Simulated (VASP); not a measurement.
## Pt: single point with PBE

Pt:

```
Pt
1.0
     0.00000    1.98506    1.98506
     1.98506    0.00000    1.98506
     1.98506    1.98506    0.00000
Pt
1
Direct
  0.00000 0.00000 0.00000
```

| Quantity | Value |
| --- | --- |
| Program | VASP 6.6.1 |
| Task | single point |
| Functional | PBE |
| Potentials or basis | VASP PAW PBE potentials, release 64 (Pt) |
| Cutoff | 520 eV |
| k mesh | 26 × 26 × 26 |
| Occupations | gaussian, width 0.15 eV |
| Spin | no spin polarisation |

```json
{
  "Pressure": "-0.4 GPa",
  "Band gap on the k mesh": "zero (band 5 reaches 11.03 eV, above the bottom of band 6 at 8.93 eV)"
}
```

Levels at points of the mesh, in eV from the Fermi level:
| k point | band 2 | band 3 | band 4 | band 5 | band 6 | band 7 | band 8 | band 9 |
| --- | --- | --- | --- | --- | --- | --- | --- | --- |
| (0.00, 0.00, 0.00) | -3.57 | -3.57 | -3.57 | -1.54 | -1.54 | 14.74 | 19.50 | 19.50 |
| (0.50, 0.00, 0.00) | -3.62 | -3.62 | -0.32 | 0.03 | 0.03 | 5.57 | 14.30 | 18.73 |
| (0.50, 0.50, 0.00) | -6.24 | 0.00 | 0.46 | 0.46 | 1.86 | 8.49 | 11.28 | 11.28 |

Wall time 3 min on 1 thread of AMD EPYC 7571 (shared host), peak memory 0.18 GiB.

Caveat: spin-orbit coupling is left out, which moves the levels of the heavy elements.
